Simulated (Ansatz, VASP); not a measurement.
**Two plane-wave programs on Te**

```
CELL_PARAMETERS angstrom
5.77145 0.00000 0.00000
-2.88573 4.99822 0.00000
0.00000 0.00000 3.08886
ATOMIC_POSITIONS crystal
Te 0.00000 0.00000 0.00000
Te 0.33333 0.66667 0.50000
Te 0.66667 0.33333 0.50000
```

Alike in both runs: functional r2SCAN; k mesh 7 × 7 × 9; occupations fermi-dirac, width 0.1 eV; no spin polarisation.

Ansatz relaxed the structure, and its values are those at the end. VASP's run is a single point on that final structure, the one shown.

|  | VASP | Ansatz |
| --- | --- | --- |
| version | VASP 6.6.1 | Ansatz 0.2.0 |
| potentials or method | VASP PAW PBE potentials, release 64 (Te), cutoff 520 eV | plane waves (500 eV) with PAW, scalar-relativistic |
| valence electrons in the cell | 18 | 48 |

```tsv
	VASP	Ansatz	Ansatz less VASP
pressure (GPa)	0.0	0.0	+0.05
```

VASP's potentials were made for PBE, not for r2SCAN. With one functional, cell and mesh, what is left measures potentials, basis and numerics. VASP's potentials hold 18 valence electrons a cell and Ansatz's 48, so a difference there can come from the potentials and not from the codes.

Neither program's run includes spin-orbit coupling.
